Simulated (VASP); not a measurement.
# SiC (Moissanite 3C): single point with r2SCAN

**What was measured.**

“Insight into the structural, elastic and electronic properties of a new orthorhombic 6O-SiC polytype”, 2020, pmc:7200658 quotes, for a bulk crystal of SiC: band gap 2.4 eV (indirect).

The system is SiC (Moissanite 3C).

```
Si C
1.0
     0.00000    2.17814    2.17814
     2.17814    0.00000    2.17814
     2.17814    2.17814    0.00000
Si C
1 1
Direct
  0.00000 0.00000 0.00000
  0.25000 0.25000 0.25000
```

| Property | Result |
| --- | --- |
| Program | VASP 6.6.1 |
| Task | single point |
| Functional | r2SCAN |
| Potentials or basis | VASP PAW PBE potentials, release 64 (Si, C) |
| Cutoff | 520 eV |
| k mesh | 10 × 10 × 10 |
| Occupations | gaussian, width 0.05 eV |
| Spin | no spin polarisation |
| Dipole correction | no |
| Further INCAR settings | ALGO = Normal; EDIFF = 1e-06; NBANDS = 11 |

```yaml
Pressure: -0.2 GPa
Band_gap_on_the_k_mesh: 1.72 eV, indirect (least direct gap 5.06 eV)
```

Levels at points of the mesh, in eV from the valence-band top:
```
           k point  band 1  band 2  band 3  band 4  band 5  band 6  band 7  band 8
(0.00, 0.00, 0.00)  -16.19    0.00    0.00    0.00    6.85    7.86    7.86    7.86
(0.50, 0.00, 0.00)  -12.56   -8.82   -1.11   -1.11    6.00    7.76    7.76   10.96
(0.50, 0.50, 0.00)  -11.10   -8.05   -3.34   -3.34    1.72    4.83   15.14   15.14
```

Wall time 12 s on 1 thread of Intel(R) Xeon(R) 6975P-C (Granite Rapids), on a shared host, peak memory 0.14 GiB.

Measured gap of SiC: 2.4 eV (indirect; quoted in “Insight into the structural, elastic and electronic properties of a new orthorhombic 6O-SiC polytype”, 2020, pmc:7200658). This calculation gives 1.72 eV (-0.68 eV). The value is that of r2SCAN on a finite k mesh, which can miss the band edges, without temperature or zero-point motion.

Caveat: the PAW data sets were made with another functional, which shifts forces and pressure a little.
